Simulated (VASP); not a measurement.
Write the native input for VASP 6.6.1 that does the following.

* Task: single point
* Functional: PBE
* Potentials or basis: VASP PAW PBE potentials, release 64 (Ti_sv)
* Cutoff: 520 eV
* k mesh: 16 × 16 × 16
* Occupations: fermi-dirac, width 0.0612256 eV
* Spin: no spin polarisation
* Dipole correction: no
* Further INCAR settings: ALGO = Normal; EDIFF = 1e-07; NBANDS = 12

The structure of Ti lies in POSCAR:

```
Ti
1.0
    0.0000000000      2.0969006117      2.0969006117
    2.0969006117      0.0000000000      2.0969006117
    2.0969006117      2.0969006117      0.0000000000
Ti
1
Direct
    0.0000000000      0.0000000000      0.0000000000
```

This isn't the form of Ti at room conditions, which is hcp.

The input as run:

INCAR

```
  PREC = Accurate
  ENCUT = 520
  EDIFF = 1E-7
  ISMEAR = -1
  SIGMA = 0.06122561905347299
  LREAL = F
  LASPH = T
  NELM = 60
  ALGO = Normal
  ISIF = 2
  LWAVE = F
  LCHARG = T
  GGA = PE
  LELF = T
  LVHAR = T
  NBANDS = 12
```

KPOINTS

```
Automatic mesh
0
Gamma
  16 16 16
```

Potentials or basis: VASP PAW PBE potentials, release 64 (Ti_sv).

Run with:

```bash
$ cat potpaw_PBE.64/Ti_sv/POTCAR > POTCAR
$ mpirun -np 1 vasp_std > vasp.out
```

Results of the run:

- Pressure: -5.8 GPa
- Band gap on the k mesh: zero (bands 6 and 7 overlap by 1.20 eV)

Caveat: the cell stands under tension.

It took 14 s on 1 thread of Intel(R) Xeon(R) 6975P-C (Granite Rapids) (shared host), peak memory 0.15 GiB.
